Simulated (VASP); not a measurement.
Crystal: WC.

```
CELL_PARAMETERS angstrom
0.00000 2.23569 2.23569
2.23569 0.00000 2.23569
2.23569 2.23569 0.00000
ATOMIC_POSITIONS crystal
W 0.00000 0.00000 0.00000
C 0.50000 0.50000 0.50000
```

This cell differs from its parent crystal: volume scaled by 1.06.

Base run:

| Item | Value |
| --- | --- |
| Program | VASP 6.6.1 |
| Functional | PBEsol |
| Potentials or basis | VASP PAW PBE potentials, release 64 (W_sv, C) |
| Cutoff | 520 eV |
| k mesh | 10 × 10 × 10 |
| Occupations | fermi-dirac, width 0.05 eV |
| Spin | no spin polarisation |

Its results: band gap on the k mesh zero (band 9 reaches 12.31 eV, above the bottom of band 10 at 9.40 eV); pressure -27.1 GPa.

Q: The run is repeated on the same cell with these changes: functional from PBEsol to PBE0; k mesh from 10 × 10 × 10 to 6 × 6 × 6. What comes out?

A: Band gap on the k mesh zero (band 9 reaches 12.97 eV, above the bottom of band 10 at 9.27 eV); pressure -28.6 GPa.

Several settings changed at once, so the effect can't be laid on one alone.

Caveats: some runs use coarse meshes; the PAW data sets were made with another functional, which shifts forces and pressure a little; spin-orbit coupling is left out, which moves the levels of the heavy elements.
